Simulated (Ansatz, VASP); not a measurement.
# CuO in VASP and in Ansatz

INCAR

```
SYSTEM = CuO
ALGO     = Normal         ! electronic algorithm
EDIFF    = 1E-7           ! SCF threshold, eV
EDIFFG   = -0.01          ! ionic threshold
ENCUT    = 600            ! plane-wave cutoff, eV
GGA      = PS             ! functional
IBRION   = 2              ! ionic algorithm
ISIF     = 3              ! what is computed and relaxed
ISMEAR   = -1             ! smearing method
LASPH    = .TRUE.         ! aspherical terms in the spheres
LCHARG   = .FALSE.        ! write CHGCAR
LDAU     = .TRUE.         ! DFT+U
LDAUJ    = 0 0          
LDAUL    = 2 -1           ! shell
LDAUPRINT= 1            
LDAUTYPE = 2            
LDAUU    = 4 0            ! U, eV
LMAXMIX  = 4              ! l up to which the mixer works
LREAL    = .FALSE.        ! projectors in reciprocal space
LWAVE    = .FALSE.        ! write WAVECAR
NELM     = 150            ! most SCF steps
NSW      = 60             ! ionic steps
PREC     = Accurate       ! precision mode
SIGMA    = 0.05           ! smearing width, eV
```

Contents of KPOINTS:

```
k-points
0
G
  9 9 5
  0 0 0
```

POSCAR

```
CuO
1.0
    2.8795009639      0.0000000000      0.0000000000
    0.0390727580      2.8792794796      0.0000000000
    0.0174953863      0.0172449008      5.1763391994
Cu O
2 2
Direct
    0.0000000000      0.5000000000      0.0000000000
    0.5000000000      0.0000000000      0.5000000000
    0.9984239700      0.0016717800      0.7498871000
    0.0015760300      0.9983282200      0.2501129000
```

input.yaml

```yaml
crystal:
  lattice:
    - [2.8795009639, 0.0, 0.0]
    - [0.039072758, 2.8792794796, 0.0]
    - [0.0174953863, 0.0172449008, 5.1763391994]
  atoms:
    - { symbol: Cu, position: [0.0, 0.5, 0.0] }
    - { symbol: Cu, position: [0.5, 0.0, 0.5] }
    - { symbol: O, position: [0.99842397, 0.00167178, 0.7498871] }
    - { symbol: O, position: [0.00157603, 0.99832822, 0.2501129] }
hamiltonian:
  xc: pbesol
  pseudopotentials: { kind: paw }
  hubbard: { sites: [{ species: Cu, l: d, u_eff: 4.0 }] }
kpoints:
  mp_grid: { grid: [9, 9, 5] }
scf:
  occupations: { method: fermi_dirac, width: 0.05 }
output:
  forces: true
  stress: true
  eigenvalues: true
relax:
  f_tol: 0.01
  max_steps: 40
  cell: { stress_tol: 0.05 }
```

Alike in both runs: task relaxation of cell and atoms; functional PBEsol; k mesh 9 × 9 × 5; occupations fermi-dirac, width 0.05 eV; no spin polarisation; Hubbard terms Cu d U = 4.0 eV.

|  | VASP | Ansatz |
| --- | --- | --- |
| version | VASP 6.6.1 | Ansatz 0.2.0 |
| potentials or method | VASP PAW PBE potentials, release 64 (Cu, O) | Ansatz PAW |
| plane-wave cutoff (eV) | 600 | 420 |
| valence electrons in the cell | 34 | 50 |

```csv
,VASP,Ansatz,Ansatz less VASP
"gap on the k mesh at the Fermi level, each at its own relaxed structure (eV)",none,none,-
relaxed volume (Å³/atom),10.51,10.80,+0.292
relaxed length of the cell vector where the two differ most in proportion (Å),2.875,2.907,+0.0319
```

VASP's potentials were made for PBE, not for PBEsol. The programs project onto different local orbitals, so the same U acts differently, and such runs can settle in different states. A gap of «none» marks a metal or a gap that the smearing closes. VASP's potentials hold 34 valence electrons a cell and Ansatz's 50, so a difference there can come from the potentials and not from the codes.

Noted on Ansatz's run: the plane-wave basis is chosen anew once the cell has moved, so the energies of steps on either side of that aren't comparable.
